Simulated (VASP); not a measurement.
Write the native input for VASP 6.6.1 that does the following.

- Task: single point
- Functional: PBEsol
- Potentials or basis: VASP PAW PBE potentials, release 64 (In_d, As)
- Cutoff: 500 eV
- k mesh: 6 × 6 × 6
- Occupations: gaussian, width 0.1 eV
- Spin: no spin polarisation
- Dipole correction: no
- Further INCAR settings: ALGO = Normal; EDIFF = 1e-06; NBANDS = 16

The structure of InAs (km) lies in POSCAR:

```
InAs
1.0
    0.0000000000      3.0438266582      3.0438266582
    3.0438266582      0.0000000000      3.0438266582
    3.0438266582      3.0438266582      0.0000000000
In As
1 1
Direct
    0.0000000000      0.0000000000      0.0000000000
    0.2500000000      0.2500000000      0.2500000000
```

One way to write it, as run:

INCAR

```
SYSTEM = InAs
PREC     = Accurate       ! precision mode
ENCUT    = 500            ! plane-wave cutoff, eV
EDIFF    = 1E-6           ! SCF threshold, eV
ISMEAR   = 0              ! smearing method
SIGMA    = 0.1            ! smearing width, eV
LREAL    = .False.        ! projectors in reciprocal space
LASPH    = .True.         ! aspherical terms in the spheres
NELM     = 120            ! most SCF steps
ALGO     = Normal         ! electronic algorithm
ISIF     = 2              ! what is computed and relaxed
LWAVE    = .False.        ! write WAVECAR
LCHARG   = .False.        ! write CHGCAR
GGA      = PS             ! functional
NBANDS   = 16             ! bands
GGA_COMPAT= .False.
```

KPOINTS

```
regular mesh
0
Gamma
  6 6 6
  0 0 0
```

Potentials or basis: VASP PAW PBE potentials, release 64 (In_d, As).

The run is started by

```console
$ cat potpaw_PBE.64/In_d/POTCAR potpaw_PBE.64/As/POTCAR > POTCAR
$ mpirun -np 1 vasp_std > vasp.out
```

It gave:

| Quantity | Value |
| --- | --- |
| Pressure | 0.1 GPa |
| Band gap on the k mesh | zero (filled and empty bands touch) |

Caveat: the PAW data sets were made with another functional, which shifts forces and pressure a little; spin-orbit coupling is left out, which moves the levels of the heavy elements.

Wall time 11 s on 1 thread of Intel Xeon 6975P-C (shared host), peak memory 0.18 GiB.
